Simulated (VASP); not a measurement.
A run of VASP 6.6.1:

Contents of INCAR:

```
ALGO = Normal
EDIFF = 1E-6
EDIFFG = -0.01
ENCUT = 600
GGA = PE
IBRION = 2
ISIF = 3
ISMEAR = 0
LASPH = True
LCHARG = False
LREAL = False
LWAVE = False
NELM = 80
NSW = 100
PREC = Accurate
SIGMA = 0.1
```

Contents of KPOINTS:

```
k-points
0
Gamma
  10 10 10
```

File POSCAR:

```
HfSeS4
1.0
    0.0000000000      3.7161946020      3.7161946020
    3.7161946020      0.0000000000      3.7161946020
    3.7161946020      3.7161946020      0.0000000000
Hf Se S
1 1 4
Direct
    0.2500000000      0.2500000000      0.2500000000
    0.0000000000      0.0000000000      0.0000000000
    0.6232146513      0.6232146513      0.1303560461
    0.6232146513      0.1303560461      0.6232146513
    0.1303560461      0.6232146513      0.6232146513
    0.6232146513      0.6232146513      0.6232146513
```

Potentials or basis: VASP PAW PBE potentials, release 64 (Hf_pv, Se, S).

Command:

```bash
$ cat potpaw_PBE.64/Hf_pv/POTCAR potpaw_PBE.64/Se/POTCAR potpaw_PBE.64/S/POTCAR > POTCAR
$ mpirun -np 1 vasp_std > vasp.out
```

Hardware: 1 thread of AMD EPYC 9R45 96-Core Processor (Zen 5), on a shared host.

Question: Estimate the wall time of this run.

Answer: Run time: 4.6 min on 1 thread of AMD EPYC 9R45 96-Core Processor (Zen 5), on a shared host, peak memory 0.34 GiB. Counts: scf iterations 38, k points 47, ion steps 5.
